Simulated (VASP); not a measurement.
# BeRh3 (Pm-3m) in VASP: further runs

BeRh3 is run at these levels: PBE; tasks: single point, relaxation of cell and atoms.

All numbers are computed with VASP 6.6.1; they aren't measurements. Logs are shortened: lines on timing, memory, paths and dates and some standing lists are left out, and cuts for length are marked.

### Step 1. The cell of the first run

It takes space group Pm-3m (No. 221, cubic). The conventional cell has a = 3.731 Å, b = 3.731 Å, c = 3.731 Å, α = 90.00°, β = 90.00°, γ = 90.00°. Within 3.5 Å of Be (site symmetry m-3m) lie 12 Rh at 2.64 Å. Rh (site symmetry 4/mmm) has 4 Be at 2.64 Å and 8 Rh at 2.64 Å within 3.5 Å.

### Step 2. Single point, PBE

INCAR reads:

```
SYSTEM = BeRh3
PREC = Accurate
ENCUT = 520
EDIFF = 1E-7
ISMEAR = 0
SIGMA = 0.1
LREAL = .False.
LASPH = .True.
NELM = 100
ALGO = Fast
ISIF = 2
LWAVE = .False.
LCHARG = .False.
GGA = PE
NBANDS = 32
```

KPOINTS reads:

```
regular mesh
0
Gamma
  6 6 6
  0 0 0
```

POSCAR reads:

```
BeRh3
1.0
    3.7306233485      0.0000000000      0.0000000000
    0.0000000000      3.7306233485      0.0000000000
    0.0000000000      0.0000000000      3.7306233485
Be Rh
1 3
Direct
    0.0000000000      0.0000000000      0.0000000000
    0.0000000000      0.5000000000      0.5000000000
    0.5000000000      0.0000000000      0.5000000000
    0.5000000000      0.5000000000      0.0000000000
```

Potentials or basis: VASP PAW PBE potentials, release 64 (Be, Rh_pv).

Command:

```console
> cat potpaw_PBE.64/Be/POTCAR potpaw_PBE.64/Rh_pv/POTCAR > POTCAR
> mpirun -np 1 vasp_std > vasp.out
```

OUTCAR:

```text
SYSTEM = BeRh3
   PREC = Accurate
   ENCUT = 520
   EDIFF = 1E-7
   ISMEAR = 0
   LREAL = .False.
   LASPH = .True.
   NELM = 100
   ISIF = 2
   GGA = PE

 ion  position               nearest neighbor table
   1  0.000  0.000  0.000-   2 2.64   3 2.64   4 2.64   2 2.64   3 2.64   2 2.64   4 2.64   2 2.64
                             3 2.64   4 2.64   3 2.64   4 2.64
   2  0.000  0.500  0.500-   1 2.64   3 2.64   4 2.64   1 2.64   4 2.64   1 2.64   3 2.64   1 2.64
                             3 2.64   4 2.64   4 2.64   3 2.64
   3  0.500  0.000  0.500-   1 2.64   2 2.64   4 2.64   1 2.64   4 2.64   2 2.64   4 2.64   4 2.64
                             1 2.64   2 2.64   1 2.64   2 2.64
   4  0.500  0.500  0.000-   1 2.64   2 2.64   3 2.64   2 2.64   3 2.64   1 2.64   3 2.64   3 2.64
                             1 2.64   2 2.64   2 2.64   1 2.64

  LATTYP: Found a simple cubic cell.
 ALAT       =     3.7306233485

  Lattice vectors:

 A1 = (   3.7306233485,   0.0000000000,   0.0000000000)
 A2 = (   0.0000000000,   3.7306233485,   0.0000000000)
 A3 = (   0.0000000000,   0.0000000000,   3.7306233485)

Analysis of symmetry for initial positions (statically):
=====================================================================
 Subroutine PRICEL returns:
 Original cell was already a primitive cell.

 Routine SETGRP: Setting up the symmetry group for a
 simple cubic supercell.

 Subroutine GETGRP returns: Found 48 space group operations
 (whereof 48 operations were pure point group operations)
 out of a pool of 48 trial point group operations.

The static configuration has the point symmetry O_h .

Analysis of symmetry for dynamics (positions and initial velocities):
=====================================================================
 Subroutine PRICEL returns:
 Original cell was already a primitive cell.

 Routine SETGRP: Setting up the symmetry group for a
 simple cubic supercell.

 Subroutine GETGRP returns: Found 48 space group operations
 (whereof 48 operations were pure point group operations)
 out of a pool of 48 trial point group operations.

The dynamic configuration has the point symmetry O_h .

 Subroutine INISYM returns: Found 48 space group operations
 (whereof 48 operations are pure point group operations),
 and found     1 'primitive' translations

----------------------------------------------------------------------------------------

                                     Primitive cell

  volume of cell :      51.9211

  direct lattice vectors                    reciprocal lattice vectors
     3.730623348  0.000000000  0.000000000     0.268051719  0.000000000  0.000000000
     0.000000000  3.730623348  0.000000000     0.000000000  0.268051719  0.000000000
     0.000000000  0.000000000  3.730623348     0.000000000  0.000000000  0.268051719

  length of vectors
     3.730623348  3.730623348  3.730623348     0.268051719  0.268051719  0.268051719

  position of ions in fractional coordinates (direct lattice)
     0.000000000  0.000000000  0.000000000
     0.000000000  0.500000000  0.500000000
     0.500000000  0.000000000  0.500000000
     0.500000000  0.500000000  0.000000000

  ion indices of the primitive-cell ions
   primitive index   ion index
                 1           1
                 2           2
                 3           3
                 4           4

----------------------------------------------------------------------------------------

 KPOINTS: regular mesh

Automatic generation of k-mesh.
 Grid dimensions read from file:
 generate k-points for:    6    6    6

 Generating k-lattice:

  Cartesian coordinates                     Fractional coordinates (reciprocal lattice)
     0.044675286  0.000000000  0.000000000     0.166666667  0.000000000  0.000000000
     0.000000000  0.044675286  0.000000000     0.000000000  0.166666667  0.000000000
     0.000000000  0.000000000  0.044675286     0.000000000  0.000000000  0.166666667

  Length of vectors
     0.044675286  0.044675286  0.044675286

  Shift w.r.t. Gamma in fractional coordinates (k-lattice)
     0.000000000  0.000000000  0.000000000

 Subroutine IBZKPT returns following result:
 ===========================================

 Found     20 irreducible k-points:

 Following reciprocal coordinates:
            Coordinates               Weight
  0.000000  0.000000  0.000000      1.000000
  0.166667  0.000000  0.000000      6.000000
  0.333333  0.000000  0.000000      6.000000
  0.500000  0.000000  0.000000      3.000000
  0.166667  0.166667  0.000000     12.000000
  0.333333  0.166667  0.000000     24.000000
[... 12 lines left out ...]
  0.500000  0.500000  0.333333      6.000000
  0.500000  0.500000  0.500000      1.000000
   k-points           NKPTS =     20   k-points in BZ     NKDIM =     20   number of bands    NBANDS=     32
   number of dos      NEDOS =    301   number of ions     NIONS =      4
   total plane-waves  NPLWV =  21952
   dimension x,y,z NGX =    28 NGY =   28 NGZ =   28
   dimension x,y,z NGXF=    56 NGYF=   56 NGZF=   56
   ions per type =               1   3
   NGX,Y,Z   is equivalent  to a cutoff of  12.48, 12.48, 12.48 a.u.
   NGXF,Y,Z  is equivalent  to a cutoff of  24.96, 24.96, 24.96 a.u.
 SYSTEM =  BeRh3
   PREC   = accura    normal or accurate (medium, high low for compatibility)
   ISTART =      0    job   : 0-new  1-cont  2-samecut
   ICHARG =      2    charge: 1-file 2-atom 10-const
   ISPIN  =      1    spin polarized calculation?
   LNONCOLLINEAR =      F non collinear calculations
   LSORBIT =      F    spin-orbit coupling
   LASPH  =      T    aspherical Exc in radial PAW
   ENCUT  =  520.0 eV  38.22 Ry    6.18 a.u.   6.94  6.94  6.94*2*pi/ulx,y,z
   NELM   =    100;   NELMIN=  2; NELMDL= -5     # of ELM steps
   EDIFF  = 0.1E-06   stopping-criterion for ELM
   LREAL  =      F    real-space projection
   EDIFFG = 0.1E-05   stopping-criterion for IOM
   NSW    =      0    number of steps for IOM
   IBRION =     -1    ionic relax: 0-MD 1-quasi-New 2-CG
   NFREE  =      0    steps in history (QN), initial steepest desc. (CG)
   ISIF   =      2    stress and relaxation
   ISYM   =      2    0-nonsym 1-usesym 2-fastsym
   POTIM  = 0.5000    time-step for ionic-motion
   TEBEG  =    0.0;   TEEND  =   0.0 temperature during run
   PSTRESS=    0.0 pullay stress
   NELECT =      47.0000    total number of electrons
   NUPDOWN=      -1.0000    fix difference up-down
   EMIN   =  10.00;   EMAX   =-10.00  energy-range for DOS
   EFERMI =   0.00;   METHOD = LEGACY
   ISMEAR =     0;   SIGMA  =   0.10  broadening in eV -4-tet -1-fermi 0-gaus
   EFERMI_NEDOS =   21; number of points for ismear=-14 and -15
   IALGO  =     68    algorithm
   IMIX   =      4    mixing-type and parameters
     AMIX     =   0.40;   BMIX     =  1.00
     AMIX_MAG =   1.60;   BMIX_MAG =  1.00
  volume/ion in A,a.u.               =      12.98        87.60
  Fermi-wavevector in a.u.,A,eV,Ry     =   1.583651  2.992666 34.122722  2.507949
  Thomas-Fermi vector in A             =   2.683389
   LORBIT       =      0    0 simple, 1 ext, 2 COOP (PROOUT), +10 PAW based schemes
   GGA     = PE    functional components
   LHFCALC =     F    Hartree Fock is set to
   AEXX    =    0.0000 exact exchange contribution
   IVDW    =     0    specifies the selected vdW correction
   LEPSILON=     F    determine dielectric tensor
   LRPA    =     F    only Hartree local field effects (RPA)
 non-spin polarized calculation
 RMM-DIIS sequential band-by-band and
 Gauss-broadening in eV      SIGMA  =   0.10
  energy-cutoff  :      520.00
  volume of cell :       51.92
 maximum number of plane-waves:      1414
 NGX is ok and might be reduce to    28
   NGX = 13   NGY = 13   NGZ = 13

 number of electron      46.9999973 magnetization

 Free energy of the ion-electron system (eV)
  ---------------------------------------------------
  ext. energy  EPLUGINS =         0.00000000
  ---------------------------------------------------
  free energy    TOTEN  =       -25.88994241 eV

  energy without entropy =      -25.86434594  energy(sigma->0) =      -25.87714417

 E-fermi :  10.1539     XC(G=0): -13.1072

 val. band max:       10.1508200869   @ k =   0.1667   0.1667   0.1667
 cond. band min:      10.1731390572   @ k =   0.5000   0.1667   0.1667
 fundamental gap:      0.0223189704
 Fermi energy:        10.1538856061

 k-point     1 :       0.0000    0.0000    0.0000
  band No.  band energies     occupation
      1     -36.4702      2.00000
      2     -36.4702      2.00000
      3     -36.4702      2.00000
      4     -36.0471      2.00000
      5     -36.0471      2.00000
      6     -36.0471      2.00000
[... 24 lines left out ...]
     31      20.4421      0.00000
     32      20.4421      0.00000

 k-point     2 :       0.1667    0.0000    0.0000
  band No.  band energies     occupation
      1     -36.4486      2.00000
      2     -36.4486      2.00000
      3     -36.4340      2.00000
      4     -36.0543      2.00000
      5     -36.0543      2.00000
      6     -36.0494      2.00000
[... 24 lines left out ...]
     31      20.6115      0.00000
     32      20.6116      0.00000

 k-point     3 :       0.3333    0.0000    0.0000
  band No.  band energies     occupation
      1     -36.3979      2.00000
      2     -36.3979      2.00000
      3     -36.3333      2.00000
      4     -36.0779      2.00000
      5     -36.0779      2.00000
      6     -36.0539      2.00000
[... 24 lines left out ...]
     31      19.8840      0.00000
     32      20.2120      0.00000

 k-point     4 :       0.5000    0.0000    0.0000
  band No.  band energies     occupation
      1     -36.3662      2.00000
      2     -36.3662      2.00000
      3     -36.2147      2.00000
      4     -36.1567      2.00000
      5     -36.0977      2.00000
      6     -36.0977      2.00000
[... 24 lines left out ...]
     31      18.7349      0.00000
     32      20.3960      0.00000

 k-point     5 :       0.1667    0.1667    0.0000
  band No.  band energies     occupation
      1     -36.4647      2.00000
      2     -36.4264      2.00000
      3     -36.3685      2.00000
      4     -36.0990      2.00000
      5     -36.0595      2.00000
      6     -36.0212      2.00000
[... 444 lines left out ...]
     31      18.5882      0.00000
     32      21.2265      0.00000

 k-point    18 :       0.5000    0.3333    0.3333
  band No.  band energies     occupation
      1     -36.6398      2.00000
      2     -36.3319      2.00000
      3     -36.3194      2.00000
      4     -36.2930      2.00000
      5     -36.0370      2.00000
      6     -35.9718      2.00000
[... 24 lines left out ...]
     31      19.1464      0.00000
     32      20.1770      0.00000

 k-point    19 :       0.5000    0.5000    0.3333
  band No.  band energies     occupation
      1     -36.6773      2.00000
      2     -36.3604      2.00000
      3     -36.3254      2.00000
      4     -36.3254      2.00000
      5     -35.9960      2.00000
      6     -35.9504      2.00000
[... 24 lines left out ...]
     31      18.5140      0.00000
     32      19.0207      0.00000

 k-point    20 :       0.5000    0.5000    0.5000
  band No.  band energies     occupation
      1     -36.7219      2.00000
      2     -36.3601      2.00000
      3     -36.3601      2.00000
      4     -36.3601      2.00000
      5     -35.9502      2.00000
      6     -35.9502      2.00000
[... 24 lines left out ...]
     31      18.1570      0.00000
     32      18.1570      0.00000

------------------------ aborting loop because EDIFF is reached ----------------------------------------

  FORCE on cell =-STRESS in cart. coord.  units (eV):
  Direction    XX          YY          ZZ          XY          YZ          ZX
  --------------------------------------------------------------------------------------
  -------------------------------------------------------------------------------------
  Total       -0.0117345     -0.0117345     -0.0117345     -0.0000000      0.0000000     -0.0000000
  in kB       -0.3621010     -0.3621010     -0.3621010     -0.0000000      0.0000000     -0.0000000
  external PRESSURE =      -0.3621010 kB  Pullay stress =       0.0000000 kB

 VOLUME and BASIS-vectors are now :
 -----------------------------------------------------------------------------
  energy-cutoff  :      520.00
  volume of cell :       51.92
      direct lattice vectors                 reciprocal lattice vectors
     3.730623348  0.000000000  0.000000000     0.268051719  0.000000000  0.000000000
     0.000000000  3.730623348  0.000000000     0.000000000  0.268051719  0.000000000
     0.000000000  0.000000000  3.730623348     0.000000000  0.000000000  0.268051719

 POSITION                                       TOTAL-FORCE (eV/Angst)
 -----------------------------------------------------------------------------------
      0.00000      0.00000      0.00000         0.000000      0.000000      0.000000
      0.00000      1.86531      1.86531         0.000000      0.000000      0.000000
      1.86531      0.00000      1.86531         0.000000      0.000000      0.000000
      1.86531      1.86531      0.00000         0.000000      0.000000      0.000000
 -----------------------------------------------------------------------------------
    total drift:                                0.000000      0.000000      0.000000

  FREE ENERGIE OF THE ION-ELECTRON SYSTEM (eV)
  ---------------------------------------------------
  free  energy   TOTEN  =       -25.8899424123 eV

  energy  without entropy=      -25.8643459356  energy(sigma->0) =      -25.87714417
```

Run time: 29 s. Hardware: 1 thread of Intel Xeon Platinum 8259CL at 2.50GHz (Skylake/Cascade Lake), shared host; peak memory 0.16 GiB.

What came out:

```yaml
Free_energy: -25.8899 eV
Pressure: 0.0 GPa
```

Levels at points of the mesh, in eV from the Fermi level:
| k point | band 21 | band 22 | band 23 | band 24 | band 25 | band 26 | band 27 | band 28 |
| --- | --- | --- | --- | --- | --- | --- | --- | --- |
| (0.00, 0.00, 0.00) | 0.14 | 1.18 | 1.61 | 1.61 | 1.61 | 1.62 | 1.62 | 1.62 |
| (0.50, 0.00, 0.00) | -1.34 | -1.06 | -1.06 | -0.64 | 0.28 | 1.62 | 6.20 | 6.20 |
| (0.50, 0.50, 0.00) | -1.53 | -1.46 | -0.68 | -0.35 | 0.12 | 0.94 | 3.04 | 3.04 |
| (0.50, 0.50, 0.50) | -0.70 | -0.70 | -0.51 | -0.51 | 1.18 | 1.18 | 1.18 | 1.19 |

(Part 1 of 2 ends here.)
